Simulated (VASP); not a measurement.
# W (Pm-3m) in VASP: notebook

The runs below take W through single point, with PBE.

All numbers are computed with VASP 6.6.1; they aren't measurements. Logs are shortened: lines on timing, memory, paths and dates and some standing lists are left out, and cuts for length are marked.

**1. The cell of the first run**

It takes space group Pm-3m (No. 221, cubic). The conventional cell has a = 2.694 Å, b = 2.694 Å, c = 2.694 Å, α = 90.00°, β = 90.00°, γ = 90.00°. W (site symmetry m-3m) has 6 W at 2.69 Å within 3.6 Å.

This isn't the form of W at room conditions, which is bcc.

**2. Single point, PBE**

Input file INCAR:

```
SYSTEM = W
  ALGO = Normal
  EDIFF = 1E-6
  ENCUT = 520
  GGA = PE
  ISIF = 2
  ISMEAR = -1
  LASPH = .True.
  LCHARG = .False.
  LREAL = .False.
  LWAVE = .False.
  NBANDS = 13
  NELM = 80
  PREC = Accurate
  SIGMA = 0.06122561905347299
```

Input file KPOINTS:

```
k-points
0
Gamma
  21 21 21
  0 0 0
```

Input file POSCAR:

```
W
1.0
    2.6938066916      0.0000000000      0.0000000000
    0.0000000000      2.6938066916      0.0000000000
    0.0000000000      0.0000000000      2.6938066916
W
1
Direct
    0.0000000000      0.0000000000      0.0000000000
```

Potentials or basis: VASP PAW PBE potentials, release 64 (W_sv).

The run is started by

```bash
cat potpaw_PBE.64/W_sv/POTCAR > POTCAR
mpirun -np 1 vasp_std > vasp.out
```

OUTCAR:

```text
SYSTEM = W
   EDIFF = 1E-6
   ENCUT = 520
   GGA = PE
   ISIF = 2
   ISMEAR = -1
   LASPH = .True.
   LREAL = .False.
   NELM = 80
   PREC = Accurate

 ion  position               nearest neighbor table
   1  0.000  0.000  0.000-

  LATTYP: Found a simple cubic cell.
 ALAT       =     2.6938066916

  Lattice vectors:

 A1 = (   2.6938066916,   0.0000000000,   0.0000000000)
 A2 = (   0.0000000000,   2.6938066916,   0.0000000000)
 A3 = (   0.0000000000,   0.0000000000,   2.6938066916)

Analysis of symmetry for initial positions (statically):
=====================================================================
 Subroutine PRICEL returns:
 Original cell was already a primitive cell.

 Routine SETGRP: Setting up the symmetry group for a
 simple cubic supercell.

 Subroutine GETGRP returns: Found 48 space group operations
 (whereof 48 operations were pure point group operations)
 out of a pool of 48 trial point group operations.

The static configuration has the point symmetry O_h .

Analysis of symmetry for dynamics (positions and initial velocities):
=====================================================================
 Subroutine PRICEL returns:
 Original cell was already a primitive cell.

 Routine SETGRP: Setting up the symmetry group for a
 simple cubic supercell.

 Subroutine GETGRP returns: Found 48 space group operations
 (whereof 48 operations were pure point group operations)
 out of a pool of 48 trial point group operations.

The dynamic configuration has the point symmetry O_h .

 Subroutine INISYM returns: Found 48 space group operations
 (whereof 48 operations are pure point group operations),
 and found     1 'primitive' translations

----------------------------------------------------------------------------------------

                                     Primitive cell

  volume of cell :      19.5479

  direct lattice vectors                    reciprocal lattice vectors
     2.693806692  0.000000000  0.000000000     0.371221886  0.000000000  0.000000000
     0.000000000  2.693806692  0.000000000     0.000000000  0.371221886  0.000000000
     0.000000000  0.000000000  2.693806692     0.000000000  0.000000000  0.371221886

  length of vectors
     2.693806692  2.693806692  2.693806692     0.371221886  0.371221886  0.371221886

  position of ions in fractional coordinates (direct lattice)
     0.000000000  0.000000000  0.000000000

  ion indices of the primitive-cell ions
   primitive index   ion index
                 1           1

----------------------------------------------------------------------------------------

 KPOINTS: k-points

Automatic generation of k-mesh.
 Grid dimensions read from file:
 generate k-points for:   21   21   21

 Generating k-lattice:

  Cartesian coordinates                     Fractional coordinates (reciprocal lattice)
     0.017677233  0.000000000  0.000000000     0.047619048  0.000000000  0.000000000
     0.000000000  0.017677233  0.000000000     0.000000000  0.047619048  0.000000000
     0.000000000  0.000000000  0.017677233     0.000000000  0.000000000  0.047619048

  Length of vectors
     0.017677233  0.017677233  0.017677233

  Shift w.r.t. Gamma in fractional coordinates (k-lattice)
     0.000000000  0.000000000  0.000000000

 Subroutine IBZKPT returns following result:
 ===========================================

 Found    286 irreducible k-points:

 Following reciprocal coordinates:
            Coordinates               Weight
  0.000000  0.000000  0.000000      1.000000
  0.047619  0.000000  0.000000      6.000000
  0.095238  0.000000  0.000000      6.000000
  0.142857  0.000000  0.000000      6.000000
  0.190476  0.000000  0.000000      6.000000
  0.238095  0.000000  0.000000      6.000000
[... 16 lines left out ...]
  0.142857  0.095238  0.000000     24.000000
  0.190476  0.095238  0.000000     24.000000
 [... further k-points ...]
   k-points           NKPTS =    286   k-points in BZ     NKDIM =    286   number of bands    NBANDS=     13
   number of dos      NEDOS =    301   number of ions     NIONS =      1
   total plane-waves  NPLWV =   8000
   dimension x,y,z NGX =    20 NGY =   20 NGZ =   20
   dimension x,y,z NGXF=    40 NGYF=   40 NGZF=   40
   ions per type =               1
   NGX,Y,Z   is equivalent  to a cutoff of  12.34, 12.34, 12.34 a.u.
   NGXF,Y,Z  is equivalent  to a cutoff of  24.69, 24.69, 24.69 a.u.
 SYSTEM =  W
   PREC   = accura    normal or accurate (medium, high low for compatibility)
   ISTART =      0    job   : 0-new  1-cont  2-samecut
   ICHARG =      2    charge: 1-file 2-atom 10-const
   ISPIN  =      1    spin polarized calculation?
   LNONCOLLINEAR =      F non collinear calculations
   LSORBIT =      F    spin-orbit coupling
   LASPH  =      T    aspherical Exc in radial PAW
   ENCUT  =  520.0 eV  38.22 Ry    6.18 a.u.   5.01  5.01  5.01*2*pi/ulx,y,z
   NELM   =     80;   NELMIN=  2; NELMDL= -5     # of ELM steps
   EDIFF  = 0.1E-05   stopping-criterion for ELM
   LREAL  =      F    real-space projection
   EDIFFG = 0.1E-04   stopping-criterion for IOM
   NSW    =      0    number of steps for IOM
   IBRION =     -1    ionic relax: 0-MD 1-quasi-New 2-CG
   NFREE  =      0    steps in history (QN), initial steepest desc. (CG)
   ISIF   =      2    stress and relaxation
   ISYM   =      2    0-nonsym 1-usesym 2-fastsym
   POTIM  = 0.5000    time-step for ionic-motion
   TEBEG  =    0.0;   TEEND  =   0.0 temperature during run
   PSTRESS=    0.0 pullay stress
   NELECT =      14.0000    total number of electrons
   NUPDOWN=      -1.0000    fix difference up-down
   EMIN   =  10.00;   EMAX   =-10.00  energy-range for DOS
   EFERMI =   0.00;   METHOD = LEGACY
   ISMEAR =    -1;   SIGMA  =   0.06  broadening in eV -4-tet -1-fermi 0-gaus
   EFERMI_NEDOS =   21; number of points for ismear=-14 and -15
   IALGO  =     38    algorithm
   IMIX   =      4    mixing-type and parameters
     AMIX     =   0.40;   BMIX     =  1.00
     AMIX_MAG =   1.60;   BMIX_MAG =  1.00
  volume/ion in A,a.u.               =      19.55       131.92
  Fermi-wavevector in a.u.,A,eV,Ry     =   1.464708  2.767897 29.189528  2.145370
  Thomas-Fermi vector in A             =   2.580652
   LORBIT       =      0    0 simple, 1 ext, 2 COOP (PROOUT), +10 PAW based schemes
   GGA     = PE    functional components
   LHFCALC =     F    Hartree Fock is set to
   AEXX    =    0.0000 exact exchange contribution
   IVDW    =     0    specifies the selected vdW correction
   LEPSILON=     F    determine dielectric tensor
   LRPA    =     F    only Hartree local field effects (RPA)
 non-spin polarized calculation
  energy-cutoff  :      520.00
  volume of cell :       19.55
 maximum number of plane-waves:       543
   NGX = 11   NGY = 11   NGZ = 11

 number of electron      13.9999997 magnetization

 Free energy of the ion-electron system (eV)
  ---------------------------------------------------
  ext. energy  EPLUGINS =         0.00000000
  ---------------------------------------------------
  free energy    TOTEN  =       -11.46998952 eV

  energy without entropy =      -11.45532887  energy(sigma->0) =      -11.46265920

 E-fermi :   8.5352     XC(G=0): -12.3447

 val. band max:        8.5305512486   @ k =   0.3333   0.2381   0.1905
 cond. band min:       8.5389163695   @ k =   0.3333   0.3333   0.1905
 fundamental gap:      0.0083651209
 Fermi energy:         8.5351942052

 k-point     1 :       0.0000    0.0000    0.0000
  band No.  band energies     occupation
      1     -65.6221      2.00000
      2     -29.3126      2.00000
      3     -29.3126      2.00000
      4     -29.3126      2.00000
      5       0.3170      2.00000
      6       4.5580      2.00000
      7       4.5580      2.00000
      8      12.8326      0.00000
      9      12.8326      0.00000
     10      12.8326      0.00000
     11      22.6368      0.00000
     12      22.6368      0.00000
     13      22.6368      0.00000

 k-point     2 :       0.0476    0.0000    0.0000
  band No.  band energies     occupation
      1     -65.6205      2.00000
      2     -29.3371      2.00000
      3     -29.3105      2.00000
      4     -29.3105      2.00000
      5       0.3862      2.00000
      6       4.5756      2.00000
      7       4.6273      2.00000
      8      12.7212      0.00000
      9      12.7212      0.00000
     10      12.8402      0.00000
     11      22.2234      0.00000
     12      22.7889      0.00000
     13      22.7889      0.00000

 k-point     3 :       0.0952    0.0000    0.0000
  band No.  band energies     occupation
      1     -65.6158      2.00000
      2     -29.4080      2.00000
      3     -29.3046      2.00000
      4     -29.3046      2.00000
      5       0.5872      2.00000
      6       4.6271      2.00000
      7       4.8338      2.00000
      8      12.4141      0.00000
      9      12.4141      0.00000
     10      12.8624      0.00000
     11      21.2640      0.00000
     12      23.2152      0.00000
     13      23.2152      0.00000

 k-point     4 :       0.1429    0.0000    0.0000
  band No.  band energies     occupation
      1     -65.6085      2.00000
      2     -29.5178      2.00000
      3     -29.2954      2.00000
      4     -29.2954      2.00000
      5       0.9009      2.00000
      6       4.7093      2.00000
      7       5.1718      2.00000
      8      11.9751      0.00000
      9      11.9751      0.00000
     10      12.8976      0.00000
     11      20.1343      0.00000
     12      23.8435      0.00000
     13      23.8435      0.00000

 k-point     5 :       0.1905    0.0000    0.0000
  band No.  band energies     occupation
      1     -65.5991      2.00000
      2     -29.6554      2.00000
      3     -29.2836      2.00000
      4     -29.2836      2.00000
      5       1.2999      2.00000
      6       4.8166      2.00000
      7       5.6250      2.00000
      8      11.4736      0.00000
      9      11.4737      0.00000
     10      12.9427      0.00000
     11      19.0311      0.00000
     12      24.5927      0.00000
     13      24.5927      0.00000
[... 257 lines left out ...]
 k-point    22 :       0.0952    0.0952    0.0000
  band No.  band energies     occupation
      1     -65.6095      2.00000
      2     -29.4040      2.00000
      3     -29.3953      2.00000
      4     -29.2967      2.00000
      5       0.8589      2.00000
      6       4.7998      2.00000
      7       5.0047      2.00000
      8      11.9618      0.00000
      9      12.3587      0.00000
     10      12.5436      0.00000
     11      21.5695      0.00000
     12      22.0807      0.00000
     13      23.7991      0.00000

 k-point    23 :       0.1429    0.0952    0.0000
  band No.  band energies     occupation
      1     -65.6022      2.00000
      2     -29.5094      2.00000
      3     -29.3897      2.00000
      4     -29.2875      2.00000
      5       1.1734      2.00000
      6       4.9126      2.00000
      7       5.3107      2.00000
      8      11.4963      0.00000
      9      11.9892      0.00000
     10      12.5225      0.00000
     11      20.6499      0.00000
     12      22.4316      0.00000
     13      24.4367      0.00000

 k-point    24 :       0.1905    0.0952    0.0000
  band No.  band energies     occupation
      1     -65.5928      2.00000
      2     -29.6464      2.00000
      3     -29.3774      2.00000
      4     -29.2757      2.00000
      5       1.5721      2.00000
      6       5.0299      2.00000
      7       5.7497      2.00000
      8      10.9797      0.00000
      9      11.5041      0.00000
     10      12.5652      0.00000
     11      19.5558      0.00000
     12      23.0478      0.00000
     13      25.2003      0.00000

 [... further k-points ...]

------------------------ aborting loop because EDIFF is reached ----------------------------------------

  FORCE on cell =-STRESS in cart. coord.  units (eV):
  Direction    XX          YY          ZZ          XY          YZ          ZX
  --------------------------------------------------------------------------------------
  -------------------------------------------------------------------------------------
  Total       -1.3923092     -1.3923092     -1.3923092      0.0000000     -0.0000000      0.0000000
  in kB     -114.1161194   -114.1161194   -114.1161194      0.0000000     -0.0000000      0.0000000
  external PRESSURE =    -114.1161194 kB  Pullay stress =       0.0000000 kB

 VOLUME and BASIS-vectors are now :
 -----------------------------------------------------------------------------
  energy-cutoff  :      520.00
  volume of cell :       19.55
      direct lattice vectors                 reciprocal lattice vectors
     2.693806692  0.000000000  0.000000000     0.371221886  0.000000000  0.000000000
     0.000000000  2.693806692  0.000000000     0.000000000  0.371221886  0.000000000
     0.000000000  0.000000000  2.693806692     0.000000000  0.000000000  0.371221886

 POSITION                                       TOTAL-FORCE (eV/Angst)
 -----------------------------------------------------------------------------------
      0.00000      0.00000      0.00000         0.000000      0.000000      0.000000
 -----------------------------------------------------------------------------------
    total drift:                               -0.000000      0.000000      0.000000

  FREE ENERGIE OF THE ION-ELECTRON SYSTEM (eV)
  ---------------------------------------------------
  free  energy   TOTEN  =       -11.4699895222 eV

  energy  without entropy=      -11.4553288700  energy(sigma->0) =      -11.46265920
```

Run time: 16 s. Hardware: 1 thread of Intel Xeon 6975P-C (Granite Rapids), shared host; peak memory 0.17 GiB.

Results:

```yaml
Free_energy: -11.4700 eV
Pressure: -11.4 GPa
Band_gap_on_the_k_mesh: zero (bands 7 and 8 overlap by 2.61 eV)
```

Caveat: the cell stands under tension; spin-orbit coupling is left out, which moves the levels of the heavy elements.

**3. Single point, PBE**

Input file INCAR:

```
ALGO = Normal ; EDIFF = 1E-6
ENCUT = 520 ; GGA = PE
ISIF = 2 ; ISMEAR = -1
LASPH = True ; LCHARG = False
LREAL = False ; LWAVE = False
NBANDS = 13 ; NELM = 100
PREC = Accurate ; SIGMA = 0.06122561905347299
```

Input file KPOINTS:

```
k-points
0
Gamma
  21 21 21
```

POSCAR is that of step 2.

Potentials or basis: VASP PAW PBE potentials, release 64 (W_sv).

The run is started by

```bash
cat potpaw_PBE.64/W_sv/POTCAR > POTCAR
mpirun -np 1 vasp_std > vasp.out
```

Wall time 17 s (1 thread of Intel Xeon 6975P-C (Granite Rapids), shared host); peak memory 0.17 GiB.

Results (log left out):

```yaml
Free_energy: -11.4700 eV
Pressure: -11.4 GPa
Band_gap_on_the_k_mesh: zero (bands 7 and 8 overlap by 2.61 eV)
```

Levels at points of the mesh, in eV from the Fermi level:
```csv
k point,band 4,band 5,band 6,band 7,band 8,band 9,band 10,band 11
"(0.00, 0.00, 0.00)",-37.85,-8.22,-3.98,-3.98,4.30,4.30,4.30,14.10
```

Caveat: the cell stands under tension; spin-orbit coupling is left out, which moves the levels of the heavy elements.

**4. Single point, PBE**

This run uses another cell than the first one, of 17.33 Å³/atom.

Input file INCAR:

```
SYSTEM = W
PREC     = Accurate       ! precision mode
ENCUT    = 520            ! plane-wave cutoff, eV
EDIFF    = 1E-6           ! SCF threshold, eV
ISMEAR   = -1             ! smearing method
SIGMA    = 0.06122561905347299 ! smearing width, eV
LREAL    = .FALSE.        ! projectors in reciprocal space
LASPH    = .TRUE.         ! aspherical terms in the spheres
NELM     = 60             ! most SCF steps
ALGO     = Normal         ! electronic algorithm
ISIF     = 2              ! what is computed and relaxed
LWAVE    = .FALSE.        ! write WAVECAR
LCHARG   = .FALSE.        ! write CHGCAR
GGA      = PE             ! functional
NBANDS   = 13             ! bands
```

Input file KPOINTS:

```
regular mesh
0
G
  41 41 41
  0 0 0
```

Input file POSCAR:

```
W
1.0
    2.5880565217      0.0000000000      0.0000000000
    0.0000000000      2.5880565217      0.0000000000
    0.0000000000      0.0000000000      2.5880565217
W
1
Direct
    0.0000000000      0.0000000000      0.0000000000
```

The run is started by

```bash
cat potpaw_PBE.64/W_sv/POTCAR > POTCAR
mpirun -np 1 vasp_std > vasp.out
```

Run time: 88 s. Hardware: 1 thread of Intel Xeon 6975P-C (Granite Rapids), shared host; peak memory 0.44 GiB.

It converged, with:

| Quantity | Value |
| --- | --- |
| Free energy | -11.4679 eV |
| Pressure | 14.7 GPa |
| Band gap on the k mesh | zero (bands 7 and 8 overlap by 3.21 eV) |

Levels at points of the mesh, in eV from the Fermi level:
```
           k point  band 5  band 6  band 7  band 8  band 9  band 10
(0.00, 0.00, 0.00)   -8.86   -4.63   -4.63    5.06    5.06     5.06
```

Caveat: the cell stands under pressure; spin-orbit coupling is left out, which moves the levels of the heavy elements.

(Part 1 of 2 ends here.)
